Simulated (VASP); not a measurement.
# W (Im-3m) in VASP: a series of runs

W is run at these levels: HSE06, SCAN, PBEsol-based screened hybrid with 25 % exact exchange; tasks: single point.

Everything below comes from runs of VASP 6.6.1. Logs are shortened: lines on timing, memory, paths and dates and some standing lists are left out, and cuts for length are marked.

## (1) The cell of the first run

Symmetry: Im-3m, No. 229, cubic system. Conventional cell: a = 3.165 Å, b = 3.165 Å, c = 3.165 Å, α = 90.00°, β = 90.00°, γ = 90.00°. Within 3.6 Å of W (site symmetry m-3m) lie 14 W at 2.74 to 3.16 Å.

## (2) Single point, HSE06

Contents of POSCAR:

```
W
1.0
   -1.5823450000      1.5823450000      1.5823450000
    1.5823450000     -1.5823450000      1.5823450000
    1.5823450000      1.5823450000     -1.5823450000
W
1
Direct
    0.0000000000      0.0000000000      0.0000000000
```

Contents of INCAR.step1:

```
PREC = Accurate
ENCUT = 520
EDIFF = 1E-5
ISMEAR = -1
SIGMA = 0.05
LREAL = F
LASPH = T
NELM = 60
ALGO = Normal
ISIF = 2
LWAVE = T
GGA = PE
NBANDS = 13
```

Contents of INCAR.step2:

```
PREC = Accurate
ENCUT = 520
EDIFF = 1E-7
ISMEAR = -1
SIGMA = 0.05
LREAL = F
LASPH = T
NELM = 60
ALGO = Normal
ISIF = 2
LWAVE = F
LCHARG = T
GGA = PE
LHFCALC = T
HFSCREEN = 0.2079
PRECFOCK = Normal
LELF = T
LVHAR = T
ISTART = 1
NBANDS = 13
```

Contents of KPOINTS:

```
Automatic mesh
0
Gamma
  7 7 7
```

Potentials or basis: VASP PAW PBE potentials, release 64 (W_sv).

Run with:

```bash
$ cat potpaw_PBE.64/W_sv/POTCAR > POTCAR
$ cp INCAR.step1 INCAR
$ mpirun -np 1 vasp_std > vasp.out
$ cp INCAR.step2 INCAR
$ mpirun -np 1 vasp_std > vasp.out
```

OUTCAR:

```text
PREC = Accurate
   ENCUT = 520
   EDIFF = 1E-7
   ISMEAR = -1
   LREAL = F
   LASPH = T
   NELM = 60
   ISIF = 2
   GGA = PE
   LHFCALC = T
   HFSCREEN = 0.2079
   PRECFOCK = Normal
   ISTART = 1

 ion  position               nearest neighbor table
   1  0.000  0.000  0.000-

  LATTYP: Found a body centered cubic cell.
 ALAT       =     3.1646900000

  Lattice vectors:

 A1 = (  -1.5823450000,   1.5823450000,   1.5823450000)
 A2 = (   1.5823450000,  -1.5823450000,   1.5823450000)
 A3 = (   1.5823450000,   1.5823450000,  -1.5823450000)

Analysis of symmetry for initial positions (statically):
=====================================================================
 Subroutine PRICEL returns:
 Original cell was already a primitive cell.

 Routine SETGRP: Setting up the symmetry group for a
 body centered cubic supercell.

 Subroutine GETGRP returns: Found 48 space group operations
 (whereof 48 operations were pure point group operations)
 out of a pool of 48 trial point group operations.

The static configuration has the point symmetry O_h .

Analysis of symmetry for dynamics (positions and initial velocities):
=====================================================================
 Subroutine PRICEL returns:
 Original cell was already a primitive cell.

 Routine SETGRP: Setting up the symmetry group for a
 body centered cubic supercell.

 Subroutine GETGRP returns: Found 48 space group operations
 (whereof 48 operations were pure point group operations)
 out of a pool of 48 trial point group operations.

The dynamic configuration has the point symmetry O_h .

 Subroutine INISYM returns: Found 48 space group operations
 (whereof 48 operations are pure point group operations),
 and found     1 'primitive' translations

----------------------------------------------------------------------------------------

                                     Primitive cell

  volume of cell :      15.8476

  direct lattice vectors                    reciprocal lattice vectors
    -1.582345000  1.582345000  1.582345000     0.000000000  0.315986716  0.315986716
     1.582345000 -1.582345000  1.582345000     0.315986716  0.000000000  0.315986716
     1.582345000  1.582345000 -1.582345000     0.315986716  0.315986716  0.000000000

  length of vectors
     2.740701935  2.740701935  2.740701935     0.446872699  0.446872699  0.446872699

  position of ions in fractional coordinates (direct lattice)
     0.000000000  0.000000000  0.000000000

  ion indices of the primitive-cell ions
   primitive index   ion index
                 1           1

----------------------------------------------------------------------------------------

 KPOINTS: Automatic mesh

Automatic generation of k-mesh.
 Grid dimensions read from file:
 generate k-points for:    7    7    7

 Generating k-lattice:

  Cartesian coordinates                     Fractional coordinates (reciprocal lattice)
     0.000000000  0.045140959  0.045140959     0.142857143  0.000000000  0.000000000
     0.045140959  0.000000000  0.045140959     0.000000000  0.142857143  0.000000000
     0.045140959  0.045140959  0.000000000     0.000000000  0.000000000  0.142857143

  Length of vectors
     0.063838957  0.063838957  0.063838957

  Shift w.r.t. Gamma in fractional coordinates (k-lattice)
     0.000000000  0.000000000  0.000000000

 Subroutine IBZKPT returns following result:
 ===========================================

 Found     20 irreducible k-points:

 Following reciprocal coordinates:
            Coordinates               Weight
  0.000000  0.000000  0.000000      1.000000
  0.142857  0.000000  0.000000     12.000000
  0.285714  0.000000  0.000000     12.000000
  0.428571  0.000000  0.000000     12.000000
  0.142857  0.142857  0.000000     24.000000
  0.285714  0.142857 -0.000000     48.000000
[... 12 lines left out ...]
 -0.428571 -0.428571  0.285714      8.000000
 -0.428571  0.428571  0.428571      6.000000
   k-points           NKPTS =     20   k-points in BZ     NKDIM =    343   number of bands    NBANDS=     13
   number of dos      NEDOS =    301   number of ions     NIONS =      1
   total plane-waves  NPLWV =   8000
   dimension x,y,z NGX =    20 NGY =   20 NGZ =   20
   dimension x,y,z NGXF=    40 NGYF=   40 NGZF=   40
   ions per type =               1
   NGX,Y,Z   is equivalent  to a cutoff of  12.13, 12.13, 12.13 a.u.
   NGXF,Y,Z  is equivalent  to a cutoff of  24.26, 24.26, 24.26 a.u.
 SYSTEM =  unknown system
   PREC   = accura    normal or accurate (medium, high low for compatibility)
   ISTART =      1    job   : 0-new  1-cont  2-samecut
   ICHARG =      0    charge: 1-file 2-atom 10-const
   ISPIN  =      1    spin polarized calculation?
   LNONCOLLINEAR =      F non collinear calculations
   LSORBIT =      F    spin-orbit coupling
   LASPH  =      T    aspherical Exc in radial PAW
   ENCUT  =  520.0 eV  38.22 Ry    6.18 a.u.   5.10  5.10  5.10*2*pi/ulx,y,z
[... 66 lines left out ...]
      2     -29.0552      2.00000
      3     -29.0552      2.00000
      4     -29.0552      2.00000
      5       0.3591      2.00000
      6       9.7637      2.00000
      7       9.7637      2.00000
      8       9.7637      2.00000
      9      14.3451      0.00000
     10      14.3451      0.00000
     11      26.7351      0.00000
     12      26.7351      0.00000
     13      26.7351      0.00000

 k-point     2 :       0.1429    0.0000    0.0000
  band No.  band energies     occupation
      1     -67.0310      2.00000
      2     -29.3560      2.00000
      3     -29.1470      2.00000
      4     -29.0535      2.00000
      5       1.4010      2.00000
      6       9.1435      2.00000
      7       9.5522      2.00000
      8      10.8885      1.99991
      9      13.5793      0.00000
     10      14.3373      0.00000
     11      27.4507      0.00000
     12      28.4509      0.00000
     13      28.8522      0.00000

 k-point     3 :       0.2857    0.0000    0.0000
  band No.  band energies     occupation
      1     -66.9635      2.00000
      2     -29.9956      2.00000
      3     -29.3462      2.00000
      4     -29.0507      2.00000
      5       3.5211      2.00000
      6       7.9761      2.00000
      7       9.0995      2.00000
      8      13.6705      0.00000
      9      13.8891      0.00000
     10      14.5770      0.00000
     11      26.4444      0.00000
     12      28.0746      0.00000
     13      32.8057      0.00000

 k-point     4 :       0.4286    0.0000    0.0000
  band No.  band energies     occupation
      1     -66.9088      2.00000
      2     -30.4773      2.00000
      3     -29.4989      2.00000
      4     -29.0492      2.00000
      5       4.1377      2.00000
      6       7.1915      2.00000
      7      10.9125      1.99985
      8      14.2005      0.00000
      9      15.1016      0.00000
     10      17.4188      0.00000
     11      23.9803      0.00000
     12      24.1401      0.00000
     13      30.2738      0.00000

 k-point     5 :       0.1429    0.1429    0.0000
  band No.  band energies     occupation
      1     -66.9822      2.00000
      2     -29.7923      2.00000
      3     -29.2588      2.00000
      4     -29.1187      2.00000
      5       3.1308      2.00000
      6       8.5561      2.00000
      7       8.5924      2.00000
      8      12.9971      0.00000
      9      13.1969      0.00000
     10      14.8274      0.00000
     11      28.1934      0.00000
     12      28.6704      0.00000
     13      30.5577      0.00000
[... 193 lines left out ...]
 k-point    18 :      -0.4286    0.4286    0.2857
  band No.  band energies     occupation
      1     -66.8352      2.00000
      2     -30.2060      2.00000
      3     -29.8349      2.00000
      4     -29.6957      2.00000
      5       5.9430      2.00000
      6       6.4940      2.00000
      7      11.4475      0.47370
      8      12.0563      0.00000
      9      16.6453      0.00000
     10      17.8510      0.00000
     11      24.3083      0.00000
     12      26.2953      0.00000
     13      30.7372      0.00000

 k-point    19 :      -0.4286   -0.4286    0.2857
  band No.  band energies     occupation
      1     -66.8140      2.00000
      2     -30.1007      2.00000
      3     -30.1007      2.00000
      4     -29.7284      2.00000
      5       5.7821      2.00000
      6       5.7821      2.00000
      7      11.2814      1.79176
      8      15.5057      0.00000
      9      15.5057      0.00000
     10      21.6568      0.00000
     11      22.3236      0.00000
     12      22.3236      0.00000
     13      33.4017      0.00000

 k-point    20 :      -0.4286    0.4286    0.4286
  band No.  band energies     occupation
      1     -66.7943      2.00000
      2     -30.0675      2.00000
      3     -30.0121      2.00000
      4     -30.0121      2.00000
      5       5.0503      2.00000
      6       5.1569      2.00000
      7      15.2316      0.00000
      8      15.2316      0.00000
      9      16.5618      0.00000
     10      18.7232      0.00000
     11      22.5800      0.00000
     12      22.5800      0.00000
     13      30.2156      0.00000

------------------------ aborting loop because EDIFF is reached ----------------------------------------

  FORCE on cell =-STRESS in cart. coord.  units (eV):
  Direction    XX          YY          ZZ          XY          YZ          ZX
  --------------------------------------------------------------------------------------
  -------------------------------------------------------------------------------------
  Total        0.0541896      0.0541896      0.0541896      0.0000000     -0.0000000      0.0000000
  in kB        5.4785173      5.4785173      5.4785173      0.0000000     -0.0000000      0.0000000
  external PRESSURE =       5.4785173 kB  Pullay stress =       0.0000000 kB

 VOLUME and BASIS-vectors are now :
 -----------------------------------------------------------------------------
  energy-cutoff  :      520.00
  volume of cell :       15.85
      direct lattice vectors                 reciprocal lattice vectors
    -1.582345000  1.582345000  1.582345000     0.000000000  0.315986716  0.315986716
     1.582345000 -1.582345000  1.582345000     0.315986716  0.000000000  0.315986716
     1.582345000  1.582345000 -1.582345000     0.315986716  0.315986716  0.000000000

 POSITION                                       TOTAL-FORCE (eV/Angst)
 -----------------------------------------------------------------------------------
      0.00000      0.00000      0.00000         0.000000     -0.000000      0.000000
 -----------------------------------------------------------------------------------
    total drift:                               -0.000000     -0.000001     -0.000001

  FREE ENERGIE OF THE ION-ELECTRON SYSTEM (eV)
  ---------------------------------------------------
  free  energy   TOTEN  =       -14.9580359729 eV

  energy  without entropy=      -14.9518989289  energy(sigma->0) =      -14.95496745
```

Wall time 23 min (1 thread of Intel Xeon Platinum 8259CL at 2.50GHz (Skylake/Cascade Lake), shared host); peak memory 0.24 GiB.

Results:

| Quantity | Value |
| --- | --- |
| Free energy | -14.9580 eV |
| Pressure | 0.5 GPa |
| Band gap on the k mesh | zero (bands 7 and 8 overlap by 5.47 eV) |

Caveat: the k points lie up to 0.40 Å⁻¹ apart, too coarse for converged energies and pressures of a metal; the PAW data sets were made with another functional, which shifts forces and pressure a little; spin-orbit coupling is left out, which moves the levels of the heavy elements.

## (3) Single point, SCAN

POSCAR is that of step 2.

Contents of INCAR.step1:

```
ALGO = Normal ; EDIFF = 1E-5
ENCUT = 440 ; GGA = PE
GGA_COMPAT = F ; ISIF = 2
ISMEAR = 1 ; LASPH = T
LCHARG = T ; LREAL = F
LWAVE = T ; NELM = 100
PREC = Accurate ; SIGMA = 0.1
```

Contents of INCAR.step2:

```
ALGO = All ; EDIFF = 1E-6
ENCUT = 440 ; GGA_COMPAT = F
ISEARCH = 1 ; ISIF = 2
ISMEAR = 1 ; ISTART = 1
LASPH = T ; LCHARG = F
LMIXTAU = T ; LREAL = F
LWAVE = F ; METAGGA = SCAN
NELM = 100 ; PREC = Accurate
SIGMA = 0.1
```

Contents of KPOINTS:

```
k-points
0
Gamma
  12 12 12
```

Potentials or basis: VASP PAW PBE potentials, release 64 (W_sv).

Run with:

```bash
$ cat potpaw_PBE.64/W_sv/POTCAR > POTCAR
$ cp INCAR.step1 INCAR
$ mpirun -np 1 vasp_std > vasp.out
$ cp INCAR.step2 INCAR
$ mpirun -np 1 vasp_std > vasp.out
```

Wall time 24 s (1 thread of Intel Xeon 6975P-C (Granite Rapids), shared host); peak memory 0.13 GiB.

The run converged. Its results:

| Item | Value |
| --- | --- |
| Free energy | -69.6904 eV |
| Pressure | -4.0 GPa |
| Band gap on the k mesh | zero (bands 7 and 8 overlap by 6.82 eV) |

Levels at points of the mesh, in eV from the Fermi level:
```
           k point  band 4  band 5  band 6  band 7  band 8  band 9  band 10  band 11
(0.00, 0.00, 0.00)  -38.03  -10.17   -1.28   -1.28   -1.28    2.72     2.72    15.55
(0.50, 0.00, 0.00)  -38.04   -6.51   -3.71    0.84    2.48    3.62     6.59    12.31
(0.50, 0.50, 0.50)  -39.05   -5.79   -5.79    5.55    5.55    5.55     8.59     8.59
```

Caveat: the cell stands under tension; the PAW data sets were made with another functional, which shifts forces and pressure a little; spin-orbit coupling is left out, which moves the levels of the heavy elements.

## (4) Single point, HSE06

This run uses another cell than the first one, of 14.90 Å³/atom.

Contents of POSCAR:

```
W
1.0
   -1.5500431812      1.5500431812      1.5500431812
    1.5500431812     -1.5500431812      1.5500431812
    1.5500431812      1.5500431812     -1.5500431812
W
1
Direct
    0.0000000000      0.0000000000      0.0000000000
```

Contents of INCAR.step1:

```
SYSTEM = W
ALGO = Normal
EDIFF = 1E-5
ENCUT = 520
GGA = PE
ISIF = 2
ISMEAR = -1
LASPH = .TRUE.
LCHARG = .FALSE.
LREAL = .FALSE.
LWAVE = .TRUE.
NBANDS = 13
NELM = 60
PREC = Accurate
SIGMA = 0.05
```

Contents of INCAR.step2:

```
SYSTEM = W
ALGO = Normal
EDIFF = 1E-6
ENCUT = 520
GGA = PE
HFSCREEN = 0.2079
ISIF = 2
ISMEAR = -1
ISTART = 1
LASPH = .TRUE.
LCHARG = .FALSE.
LHFCALC = .TRUE.
LREAL = .FALSE.
LWAVE = .FALSE.
NBANDS = 13
NELM = 60
PREC = Accurate
PRECFOCK = Normal
SIGMA = 0.05
```

Contents of KPOINTS:

```
k-points
0
G
  8 8 8
  0 0 0
```

Run with:

```bash
$ cat potpaw_PBE.64/W_sv/POTCAR > POTCAR
$ cp INCAR.step1 INCAR
$ mpirun -np 1 vasp_std > vasp.out
$ cp INCAR.step2 INCAR
$ mpirun -np 1 vasp_std > vasp.out
```

Wall time 50 min (1 thread of AMD EPYC 7R43 (Zen 3), shared host); peak memory 0.21 GiB.

It converged, with:

```
Free energy            : -14.9760 eV
Pressure               : 22.4 GPa
Band gap on the k mesh : zero (bands 7 and 8 overlap by 7.90 eV)
```

Levels at points of the mesh, in eV from the Fermi level:
| k point | band 5 | band 6 | band 7 | band 8 | band 9 | band 10 |
| --- | --- | --- | --- | --- | --- | --- |
| (0.00, 0.00, 0.00) | -11.07 | -1.39 | -1.39 | -1.39 | 3.42 | 3.42 |
| (0.50, 0.00, 0.00) | -7.41 | -4.34 | 0.79 | 3.29 | 4.42 | 7.71 |
| (0.50, 0.50, 0.50) | -6.91 | -6.91 | 6.51 | 6.51 | 6.51 | 9.66 |

Caveat: the cell stands under pressure; the PAW data sets were made with another functional, which shifts forces and pressure a little; spin-orbit coupling is left out, which moves the levels of the heavy elements.

## (5) Single point, PBEsol-based screened hybrid with 25 % exact exchange

This run uses another cell than the first one, of 15.42 Å³/atom.

Contents of POSCAR:

```
W
1.0
   -1.5679747010      1.5679747010      1.5679747010
    1.5679747010     -1.5679747010      1.5679747010
    1.5679747010      1.5679747010     -1.5679747010
W
1
Direct
    0.0000000000      0.0000000000      0.0000000000
```

Contents of INCAR.step1:

```
PREC = Accurate
ENCUT = 520
EDIFF = 1E-5
ISMEAR = -1
SIGMA = 0.05
LREAL = False
LASPH = True
NELM = 60
ALGO = Normal
ISIF = 2
LWAVE = True
LCHARG = False
NBANDS = 13
GGA = PE
```

Contents of INCAR.step2:

```
PREC = Accurate
ENCUT = 520
EDIFF = 1E-7
ISMEAR = -1
SIGMA = 0.05
LREAL = False
LASPH = True
NELM = 60
ALGO = Normal
ISIF = 2
LWAVE = False
LCHARG = False
GGA = PS
LHFCALC = True
AEXX = 0.25
HFSCREEN = 0.207
PRECFOCK = Normal
NBANDS = 13
ISTART = 1
```

Contents of KPOINTS:

```
regular mesh
0
Gamma
  6 6 6
```

Run with:

```bash
$ cat potpaw_PBE.64/W_sv/POTCAR > POTCAR
$ cp INCAR.step1 INCAR
$ mpirun -np 1 vasp_std > vasp.out
$ cp INCAR.step2 INCAR
$ mpirun -np 1 vasp_std > vasp.out
```

Run time: 6 min. Hardware: 1 thread of Intel Xeon 6975P-C (Granite Rapids), shared host; peak memory 0.23 GiB.

Results (log left out):

```yaml
Free_energy: -15.6379 eV
Pressure: -0.3 GPa
Band_gap_on_the_k_mesh: zero (bands 7 and 8 overlap by 7.72 eV)
```

Levels at points of the mesh, in eV from the Fermi level:
| k point | band 4 | band 5 | band 6 | band 7 | band 8 | band 9 | band 10 | band 11 |
| --- | --- | --- | --- | --- | --- | --- | --- | --- |
| (0.00, 0.00, 0.00) | -40.40 | -11.30 | -1.84 | -1.84 | -1.84 | 2.85 | 2.85 | 15.30 |
| (0.50, 0.00, 0.00) | -40.39 | -7.59 | -4.57 | 0.28 | 2.72 | 3.82 | 6.96 | 12.15 |
| (0.50, 0.50, 0.50) | -41.50 | -7.04 | -7.04 | 5.88 | 5.88 | 5.88 | 8.96 | 8.96 |

Caveat: the k points lie up to 0.47 Å⁻¹ apart, too coarse for converged energies and pressures of a metal; the PAW data sets were made with another functional, which shifts forces and pressure a little; spin-orbit coupling is left out, which moves the levels of the heavy elements.

## (6) The runs side by side

| level | cell | k mesh | cutoff (eV) | smearing | dipole correction | grid for exact exchange (PRECFOCK) | share of exact exchange | screening parameter | tolerance level | gap on the mesh (eV) | pressure (GPa) |
| --- | --- | --- | --- | --- | --- | --- | --- | --- | --- | --- | --- |
| HSE06 | a = 2.741 Å, angles 109.5°, 1 atom | 7 × 7 × 7 | 520 | fermi-dirac 0.05 eV | no | Normal | 0.25 | 0.2079 1/Å | - | none | 0.5 |
| SCAN | a = 2.741 Å, angles 109.5°, 1 atom | 12 × 12 × 12 | 440 | methfessel-paxton 0.1 eV | - | - | - | - | standard | none | -4.0 |
| HSE06 | a = 2.685 Å, angles 109.5°, 1 atom | 8 × 8 × 8 | 520 | fermi-dirac 0.05 eV | no | Normal | 0.25 | 0.2079 1/Å | - | none | 22.4 |
| PBEsol-based screened hybrid with 25 % exact exchange | a = 2.716 Å, angles 109.5°, 1 atom | 6 × 6 × 6 | 520 | fermi-dirac 0.05 eV | no | Normal | 0.25 | 0.207 1/Å | - | none | -0.3 |

Alike in all rows: task single point; potentials or basis VASP PAW PBE potentials, release 64 (W_sv); no spin polarisation.

Caveats: some runs use coarse meshes; the PAW data sets were made with another functional, which shifts forces and pressure a little; spin-orbit coupling is left out, which moves the levels of the heavy elements; the cell stands under tension (at least some runs); the cell stands under pressure (at least some runs).

Total energies depend on the potentials used, so only differences within one code and one set of settings carry meaning.
